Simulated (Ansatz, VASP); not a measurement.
## B: VASP beside Ansatz

```
CELL_PARAMETERS angstrom
2.83081 0.00000 0.00000
-1.41540 2.45155 0.00000
0.00000 0.00000 2.78798
ATOMIC_POSITIONS crystal
B 0.00000 0.00000 0.00000
B 0.33333 0.66667 0.50000
B 0.66667 0.33333 0.50000
```

Alike in both runs: functional LDA; k mesh 11 × 11 × 15; occupations fermi-dirac, width 0.1 eV; no spin polarisation.

Ansatz relaxed the structure, and its values are those at the end. VASP's run is a single point on that final structure, the one shown.

|  | VASP | Ansatz |
| --- | --- | --- |
| version | VASP 6.6.1 | Ansatz 0.2.0 |
| potentials or method | VASP PAW LDA potentials, release 64 (B), cutoff 520 eV | plane waves (420 eV) with PAW, scalar-relativistic |
| valence electrons in the cell | 9 | 9 |

VASP gave:

```
pressure (GPa) : 0.3
```

Q: Which values does Ansatz return?

A: Pressure (GPa): 0.0.

Ansatz warns that its potentials were made for another functional, while VASP's fit it. LDA's correlation is that of Perdew and Zunger in VASP and of Perdew and Wang (1992) in Ansatz.
